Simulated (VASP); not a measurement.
AlN (rocksalt type), 2 atoms in the cell. Symmetry: Fm-3m, No. 225, cubic system. The conventional cell has a = 3.508 Å, b = 3.508 Å, c = 3.508 Å, α = 90.00°, β = 90.00°, γ = 90.00°. Al (site symmetry m-3m) has 6 N at 1.75 Å within 2.3 Å. Within 2.3 Å of N (site symmetry m-3m) lie 6 Al at 1.75 Å.  This cell differs from its parent crystal: volume scaled by 0.64.

```yaml
Program: VASP 6.6.1
Task: single point
Functional: PBE
Potentials_or_basis: VASP PAW PBE potentials, release 64 (Al, N)
Cutoff: 520 eV
k_mesh: 17 × 17 × 17
Occupations: fermi-dirac, width 0.05 eV
Spin: no spin polarisation
Dipole_correction: no
Further_INCAR_settings: ALGO = Normal; EDIFF = 1e-07; NBANDS = 11
```

Potentials or basis: VASP PAW PBE potentials, release 64 (Al, N).

Run with:

```sh
$ cat potpaw_PBE.64/Al/POTCAR potpaw_PBE.64/N/POTCAR > POTCAR
$ mpirun -np 1 vasp_std > vasp.out
```

Hardware: 1 thread of Intel(R) Xeon(R) 6975P-C (Granite Rapids), on a shared host.

Q: How long does it take, and how much memory?

A: Run time: 10 s on 1 thread of Intel(R) Xeon(R) 6975P-C (Granite Rapids), with other jobs on the host, peak memory 0.13 GiB. Counts: scf iterations 13, k points 165.
